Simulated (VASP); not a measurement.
# FeNi (P4/mmm) in VASP: settings compared, part 2 of 2

VASP 6.6.1.

## 3. Single point, PBEsol+D3(BJ), collinear spin, ferrimagnetic start

This run uses another cell than the first one, of 10.43 Å³/atom.

INCAR reads:

```
PREC = Accurate ; ENCUT = 520
EDIFF = 1E-7 ; ISMEAR = 1
SIGMA = 0.1 ; LREAL = F
LASPH = T ; NELM = 150
ALGO = Normal ; ISIF = 2
LWAVE = F ; LCHARG = F
ISPIN = 2 ; MAGMOM = 2.4 -1
LORBIT = 11 ; LMAXMIX = 4
GGA = PS ; IVDW = 12
NBANDS = 20
```

KPOINTS reads:

```
Automatic mesh
0
Gamma
  13 13 9
  0.5 0.5 0.5
```

POSCAR reads:

```
FeNi
1.0
    2.4332017246      0.0000000000      0.0000000000
    0.0000000000      2.4332017246      0.0000000000
    0.0000000000      0.0000000000      3.5246127032
Fe Ni
1 1
Direct
    0.0000000000      0.0000000000      0.0000000000
    0.5000000000      0.5000000000      0.5000000000
```

Potentials or basis: VASP PAW PBE potentials, release 64 (Fe, Ni).

Run with:

```console
> cat potpaw_PBE.64/Fe/POTCAR potpaw_PBE.64/Ni/POTCAR > POTCAR
> mpirun -np 1 vasp_std > vasp.out
```

OUTCAR:

```text
PREC = Accurate
   ENCUT = 520
   EDIFF = 1E-7
   ISMEAR = 1
   LREAL = F
   LASPH = T
   NELM = 150
   ISIF = 2
   ISPIN = 2
   LORBIT = 11
   GGA = PS
   IVDW = 12
 IVDW          = 12

 ion  position               nearest neighbor table
   1  0.000  0.000  0.000-   2 2.46   2 2.46   2 2.46   2 2.46   2 2.46   2 2.46   2 2.46   2 2.46

   2  0.500  0.500  0.500-   1 2.46   1 2.46   1 2.46   1 2.46   1 2.46   1 2.46   1 2.46   1 2.46

  LATTYP: Found a simple tetragonal cell.
 ALAT       =     2.4332017246
 C/A-ratio  =     1.4485493198

  Lattice vectors:

 A1 = (   2.4332017246,   0.0000000000,   0.0000000000)
 A2 = (   0.0000000000,   2.4332017246,   0.0000000000)
 A3 = (   0.0000000000,   0.0000000000,   3.5246127032)

Analysis of symmetry for initial positions (statically):
=====================================================================
 Subroutine PRICEL returns:
 Original cell was already a primitive cell.

 Routine SETGRP: Setting up the symmetry group for a
 simple tetragonal supercell.

 Subroutine GETGRP returns: Found 16 space group operations
 (whereof 16 operations were pure point group operations)
 out of a pool of 16 trial point group operations.

The static configuration has the point symmetry D_4h.

Analysis of symmetry for dynamics (positions and initial velocities):
=====================================================================
 Subroutine PRICEL returns:
 Original cell was already a primitive cell.

 Routine SETGRP: Setting up the symmetry group for a
 simple tetragonal supercell.

 Subroutine GETGRP returns: Found 16 space group operations
 (whereof 16 operations were pure point group operations)
 out of a pool of 16 trial point group operations.

The dynamic configuration has the point symmetry D_4h.

Analysis of structural, dynamic, and magnetic symmetry:
=====================================================================
 Subroutine PRICEL returns:
 Original cell was already a primitive cell.

 Routine SETGRP: Setting up the symmetry group for a
 simple tetragonal supercell.

 Subroutine GETGRP returns: Found 16 space group operations
 (whereof 16 operations were pure point group operations)
 out of a pool of 16 trial point group operations.

The overall configuration has the point symmetry D_4h.

 Subroutine INISYM returns: Found 16 space group operations
 (whereof 16 operations are pure point group operations),
 and found     1 'primitive' translations

----------------------------------------------------------------------------------------

                                     Primitive cell

  volume of cell :      20.8674

  direct lattice vectors                    reciprocal lattice vectors
     2.433201725  0.000000000  0.000000000     0.410981132  0.000000000  0.000000000
     0.000000000  2.433201725  0.000000000     0.000000000  0.410981132  0.000000000
     0.000000000  0.000000000  3.524612703     0.000000000  0.000000000  0.283719116

  length of vectors
     2.433201725  2.433201725  3.524612703     0.410981132  0.410981132  0.283719116

  position of ions in fractional coordinates (direct lattice)
     0.000000000  0.000000000  0.000000000
     0.500000000  0.500000000  0.500000000
[... 68 lines left out ...]
   PREC   = accura    normal or accurate (medium, high low for compatibility)
   ISTART =      0    job   : 0-new  1-cont  2-samecut
   ICHARG =      2    charge: 1-file 2-atom 10-const
   ISPIN  =      2    spin polarized calculation?
   LNONCOLLINEAR =      F non collinear calculations
   LSORBIT =      F    spin-orbit coupling
   LASPH  =      T    aspherical Exc in radial PAW
   ENCUT  =  520.0 eV  38.22 Ry    6.18 a.u.   4.52  4.52  6.55*2*pi/ulx,y,z
   NELM   =    150;   NELMIN=  2; NELMDL= -5     # of ELM steps
   EDIFF  = 0.1E-06   stopping-criterion for ELM
   LREAL  =      F    real-space projection
   EDIFFG = 0.1E-05   stopping-criterion for IOM
   NSW    =      0    number of steps for IOM
   IBRION =     -1    ionic relax: 0-MD 1-quasi-New 2-CG
   NFREE  =      0    steps in history (QN), initial steepest desc. (CG)
   ISIF   =      2    stress and relaxation
   ISYM   =      2    0-nonsym 1-usesym 2-fastsym
   POTIM  = 0.5000    time-step for ionic-motion
   TEBEG  =    0.0;   TEEND  =   0.0 temperature during run
   PSTRESS=    0.0 pullay stress
   NELECT =      18.0000    total number of electrons
   NUPDOWN=      -1.0000    fix difference up-down
   EMIN   =  10.00;   EMAX   =-10.00  energy-range for DOS
   EFERMI =   0.00;   METHOD = LEGACY
   ISMEAR =     1;   SIGMA  =   0.10  broadening in eV -4-tet -1-fermi 0-gaus
   EFERMI_NEDOS =   21; number of points for ismear=-14 and -15
   IALGO  =     38    algorithm
   IMIX   =      4    mixing-type and parameters
     AMIX     =   0.40;   BMIX     =  1.00
     AMIX_MAG =   1.60;   BMIX_MAG =  1.00
  volume/ion in A,a.u.               =      10.43        70.41
  Fermi-wavevector in a.u.,A,eV,Ry     =   1.558391  2.944932 33.042875  2.428583
  Thomas-Fermi vector in A             =   2.661902
   LORBIT       =     11    0 simple, 1 ext, 2 COOP (PROOUT), +10 PAW based schemes
   GGA     = PS    functional components
   LHFCALC =     F    Hartree Fock is set to
   AEXX    =    0.0000 exact exchange contribution
   IVDW    =    12    specifies the selected vdW correction
   LEPSILON=     F    determine dielectric tensor
   LRPA    =     F    only Hartree local field effects (RPA)
 spin polarized calculation
 Methfessel and Paxton  Order N= 1 SIGMA  =   0.10
  energy-cutoff  :      520.00
  volume of cell :       20.87
 maximum number of plane-waves:       578
   NGX =  9   NGY =  9   NGZ = 13

 number of electron      18.0000001 magnetization       3.0129018

 Free energy of the ion-electron system (eV)
  ---------------------------------------------------
  ext. energy  EPLUGINS =         0.00000000
  ---------------------------------------------------
  free energy    TOTEN  =       -15.14541725 eV

  energy without entropy =      -15.14567958  energy(sigma->0) =      -15.14550469

 E-fermi :   8.2934     XC(G=0): -13.7220

 val. band max:        8.2894540071   @ k =   0.3462   0.0385   0.5000
 cond. band min:       8.3050003568   @ k =   0.4231   0.4231   0.1667
 fundamental gap:      0.0155463497
 Fermi energy:         8.2933516839

 spin component 1

 k-point     1 :       0.0385    0.0385    0.0556
  band No.  band energies     occupation
      1      -0.9024      1.00000
      2       2.8972      1.00000
      3       3.6437      1.00000
      4       5.5889      1.00000
      5       5.6986      1.00000
      6       5.7459      1.00000
[... 541 lines left out ...]
     19      29.4609      0.00000
     20      31.7950      0.00000

 [... further k-points ...]

 spin component 2

 k-point     1 :       0.0385    0.0385    0.0556
  band No.  band energies     occupation
      1      -0.7585      1.00000
      2       3.9023      1.00000
      3       4.6621      1.00000
      4       6.8047      1.00000
      5       6.8496      1.00000
      6       7.0658      1.00000
[... 541 lines left out ...]
     19      29.9655      0.00000
     20      32.2402      0.00000

 [... further k-points ...]

------------------------ aborting loop because EDIFF is reached ----------------------------------------

 Edisp (eV)   -0.79387

 E8    (eV) :    -0.5259

  FORCE on cell =-STRESS in cart. coord.  units (eV):
  Direction    XX          YY          ZZ          XY          YZ          ZX
  --------------------------------------------------------------------------------------
  -------------------------------------------------------------------------------------
  Total       0.00110     0.00110     0.01982     0.00000     0.00000    -0.00000
  in kB       0.08435     0.08435     1.52143     0.00000     0.00000    -0.00000
  external pressure =        0.56 kB  Pullay stress =        0.00 kB

 VOLUME and BASIS-vectors are now :
 -----------------------------------------------------------------------------
  energy-cutoff  :      520.00
  volume of cell :       20.87
      direct lattice vectors                 reciprocal lattice vectors
     2.433201725  0.000000000  0.000000000     0.410981132  0.000000000  0.000000000
     0.000000000  2.433201725  0.000000000     0.000000000  0.410981132  0.000000000
     0.000000000  0.000000000  3.524612703     0.000000000  0.000000000  0.283719116

 POSITION                                       TOTAL-FORCE (eV/Angst)
 -----------------------------------------------------------------------------------
      0.00000      0.00000      0.00000         0.000000      0.000000      0.000000
      1.21660      1.21660      1.76231         0.000000      0.000000      0.000000
 -----------------------------------------------------------------------------------
    total drift:                                0.000000     -0.000000     -0.000000

  FREE ENERGIE OF THE ION-ELECTRON SYSTEM (eV)
  ---------------------------------------------------
  free  energy   TOTEN  =       -15.9392849527 eV

  energy  without entropy=      -15.9395472875  energy(sigma->0) =      -15.93937240

 total charge

# of ion       s       p       d       tot
------------------------------------------
    1        0.508   0.570   6.266   7.344
    2        0.551   0.607   8.346   9.505
--------------------------------------------------
tot          1.059   1.177  14.613  16.849

 magnetization (x)

# of ion       s       p       d       tot
------------------------------------------
    1       -0.001  -0.021   2.426   2.404
    2       -0.027  -0.061   0.678   0.590
--------------------------------------------------
tot         -0.028  -0.082   3.105   2.994
```

It took 3 min on 1 thread of Intel Xeon 8259CL, shared host; peak memory 0.22 GiB.

Results:

| Property | Result |
| --- | --- |
| Free energy | -15.9393 eV |
| Pressure | 0.1 GPa |
| Net moment | 3.01 μB per cell |
| Site moments | Fe +2.40; Ni +0.59 μB |
| Valence electrons inside the program's atomic spheres | Fe 7.34; Ni 9.51 |
| Dispersion energy per atom | -0.397 eV |

Caveat: the PAW data sets were made with another functional, which shifts forces and pressure a little.

## 4. Single point, BLYP+D3(BJ), collinear spin, ferrimagnetic start

This run uses another cell than the first one, of 10.96 Å³/atom.

INCAR reads:

```
PREC = Accurate ; ENCUT = 520
EDIFF = 1E-7 ; ISMEAR = 1
SIGMA = 0.1 ; LREAL = F
LASPH = T ; NELM = 150
ALGO = Normal ; ISIF = 2
LWAVE = F ; LCHARG = T
ISPIN = 2 ; MAGMOM = 2.4 -1
LORBIT = 11 ; LMAXMIX = 4
GGA = B5 ; ALDAX = 1.0
AGGAX = 1.0 ; AGGAC = 1.0
ALDAC = 0.0 ; IVDW = 12
VDW_S6 = 1.0 ; VDW_S8 = 2.6996
VDW_A1 = 0.4298 ; VDW_A2 = 4.2359
LELF = T ; LVHAR = T
NBANDS = 20
```

KPOINTS is that of step 3.

POSCAR reads:

```
FeNi
1.0
    2.4762647680      0.0000000000      0.0000000000
    0.0000000000      2.4762647680      0.0000000000
    0.0000000000      0.0000000000      3.5756788695
Fe Ni
1 1
Direct
    0.0000000000      0.0000000000      0.0000000000
    0.5000000000      0.5000000000      0.5000000000
```

Run with:

```console
> cat potpaw_PBE.64/Fe/POTCAR potpaw_PBE.64/Ni/POTCAR > POTCAR
> mpirun -np 1 vasp_std > vasp.out
```

Wall time 2.9 min (1 thread of Intel Xeon 8259CL, shared host); peak memory 0.22 GiB.

Results (log left out):

```
Free energy                                           : -13.7302 eV
Pressure                                              : 0.2 GPa
Net moment                                            : 3.09 μB per cell
Site moments                                          : Fe +2.49; Ni +0.59 μB
Valence electrons inside the program's atomic spheres : Fe 7.27; Ni 9.45
Dispersion energy per atom                            : -0.945 eV
```

Stress tensor (GPa, compression positive):
```
0.12 0.00 0.00
0.00 0.12 0.00
0.00 0.00 0.25
```

Levels at points of the mesh, in eV from the Fermi level:
Spin up:
```csv
k point,band 8,band 9,band 10,band 11,band 12,band 13
"(0.50, 0.50, 0.50)",-1.52,-0.58,0.18,8.05,8.05,8.23
```
Spin down:
```csv
k point,band 6,band 7,band 8,band 9,band 10,band 11
"(0.50, 0.50, 0.50)",-1.57,-0.83,0.40,1.12,2.40,8.66
```

Caveat: the PAW data sets were made with another functional, which shifts forces and pressure a little.

## 5. Relaxation of cell and atoms, PBEsol+D3(BJ), collinear spin, ferrimagnetic start

This run uses another cell than the first one, of 11.49 Å³/atom.

INCAR reads:

```
  PREC = Accurate
  ENCUT = 600
  EDIFF = 1E-6
  ISMEAR = 1
  SIGMA = 0.1
  LREAL = False
  LASPH = True
  NELM = 150
  ALGO = Normal
  ISIF = 3
  LWAVE = False
  LCHARG = False
  ISPIN = 2
  MAGMOM = 2.4 -1
  LORBIT = 11
  LMAXMIX = 4
  GGA = PS
  IVDW = 12
  IBRION = 2
  NSW = 80
  EDIFFG = -0.01
```

KPOINTS is that of step 4.

POSCAR reads:

```
FeNi
1.0
    2.5330000000      0.0000000000      0.0000000000
    0.0000000000      2.5330000000      0.0000000000
    0.0000000000      0.0000000000      3.5820000000
Fe Ni
1 1
Direct
    0.0000000000      0.0000000000      0.0000000000
    0.5000000000      0.5000000000      0.5000000000
```

Run with:

```console
> cat potpaw_PBE.64/Fe/POTCAR potpaw_PBE.64/Ni/POTCAR > POTCAR
> mpirun -np 1 vasp_std > vasp.out
```

It took 11 min on 1 thread of Intel Xeon 8259CL, shared host; peak memory 0.25 GiB.

Results (log left out):

```yaml
Free_energy: -15.9400 eV
Relaxed_volume: 10.43 Å³/atom
Relaxed_cell: a = 2.432 Å, b = 2.432 Å, c = 3.526 Å, α = 90.00°, β = 90.00°, γ = 90.00°
Space_group_after_relaxing_to_0.1_Å: P4/mmm (No. 123)
Energy_gained_by_relaxing: 58.4 meV/atom
Ionic_steps: 9
Pressure_after_relaxing: 0.0 GPa
Net_moment: 3.01 μB per cell
Site_moments: Fe +2.40; Ni +0.59 μB
Valence_electrons_inside_the_program's_atomic_spheres: Fe 7.35; Ni 9.51
Dispersion_energy_per_atom: -0.397 eV
```

The path:
```csv
step,energy change (eV),largest force (eV/Å),pressure (GPa),volume (Å³)
1,0.0000,0.0000,-16.36,22.98
2,-0.0128,0.0000,22.05,19.30
3,-0.1124,0.0000,-0.37,20.95
4,-0.1125,0.0000,0.02,20.91
5,-0.1153,0.0000,0.05,20.88
6,-0.1167,0.0000,0.22,20.84
7,-0.1167,0.0000,0.18,20.84
8,-0.1167,0.0000,-0.18,20.88
9,-0.1167,0.0000,-0.01,20.86
```

Final structure:
```xyz
2
Lattice="2.4321 0.0000 0.0000 0.0000 2.4321 0.0000 0.0000 0.0000 3.5262" Properties=species:S:1:pos:R:3 pbc="T T T"
Fe    0.0000    0.0000    3.5262
Ni    1.2161    1.2161    1.7631
```

Levels at points of the mesh, in eV from the Fermi level:
Spin up:
```csv
k point,band 7,band 8,band 9,band 10,band 11,band 12,band 13,band 14
"(0.50, 0.50, 0.50)",-1.67,-1.46,-0.55,0.35,8.23,8.23,8.39,8.39
```
Spin down:
```tsv
k point	band 5	band 6	band 7	band 8	band 9	band 10	band 11	band 12
(0.50, 0.50, 0.50)	-1.74	-1.74	-0.89	0.41	1.14	2.59	8.90	8.90
```

Caveat: the PAW data sets were made with another functional, which shifts forces and pressure a little.

## 6. Overview

```tsv
task	level	potentials or basis	cell	cutoff (eV)	gap on the mesh (eV)	pressure (GPa)	moment (μB)
single point	LDA	VASP PAW LDA potentials, release 64 (Fe, Ni)	a = 2.422, b = 2.422, c = 3.513 Å, 2 atoms	520	none	-0.4	2.89
single point	PBEsol+D3(BJ)	VASP PAW PBE potentials, release 64 (Fe, Ni)	a = 2.433, b = 2.433, c = 3.525 Å, 2 atoms	520	none	0.1	3.01
single point	BLYP+D3(BJ)	VASP PAW PBE potentials, release 64 (Fe, Ni)	a = 2.476, b = 2.476, c = 3.576 Å, 2 atoms	520	none	0.2	3.09
relaxation of cell and atoms	PBEsol+D3(BJ)	VASP PAW PBE potentials, release 64 (Fe, Ni)	relaxed from a = 2.533, b = 2.533, c = 3.582 Å, 2 atoms	600	none	0.0	3.01
```

Alike in all rows: spin collinear, ferrimagnetic start; k mesh 13 × 13 × 9, shifted; smearing methfessel-paxton 0.1 eV.

Caveats: the PAW data sets were made with another functional, which shifts forces and pressure a little (at least some runs).

Total energies depend on the potentials used, so only differences within one code and one set of settings carry meaning.
